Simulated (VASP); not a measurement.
Here is a VASP 6.6.1 calculation.

File POSCAR:

```
Au
1.0
   -1.6572690000      1.7567051400      1.6572690000
    1.6572690000     -1.7567051400      1.6572690000
    1.6572690000      1.7567051400     -1.6572690000
Au
1
Direct
    0.0000000000      0.0000000000      0.0000000000
```

Contents of INCAR.step1:

```
SYSTEM = Au
ALGO = Normal
EDIFF = 1E-4
ENCUT = 520
GGA = PE
ISMEAR = 0
LASPH = .True.
LCHARG = .False.
LREAL = .False.
LWAVE = .True.
NBANDS = 12
NELM = 100
PREC = Accurate
SIGMA = 0.15
```

File INCAR.step2:

```
SYSTEM = Au
ALGO = Normal
EDIFF = 1E-7
ENCUT = 520
ISIF = 2
ISMEAR = 0
ISTART = 1
LASPH = .True.
LCHARG = .False.
LMIXTAU = .True.
LREAL = .False.
LWAVE = .False.
METAGGA = R2SCAN
NBANDS = 12
NELM = 100
PREC = Accurate
SIGMA = 0.15
```

KPOINTS

```
k-points
0
Gamma
  20 20 20
  0 0 0
```

Potentials or basis: VASP PAW PBE potentials, release 64 (Au).

Launch:

```sh
$ cat potpaw_PBE.64/Au/POTCAR > POTCAR
$ cp INCAR.step1 INCAR
$ mpirun -np 1 vasp_std > vasp.out
$ cp INCAR.step2 INCAR
$ mpirun -np 1 vasp_std > vasp.out
```

(1) Estimate the band gap on the k mesh.

(2) Estimate the pressure.

Results:

(1) zero (an odd number of electrons rules out a gap without spin polarisation).

(2) -10.4 GPa.

Caveat: the cell differs from its parent crystal (strain +0.0600 x Voigt [0, 1, 0, 0, 0, 0]); the cell stands under tension; the PAW data sets were made with another functional, which shifts forces and pressure a little; spin-orbit coupling is left out, which moves the levels of the heavy elements.
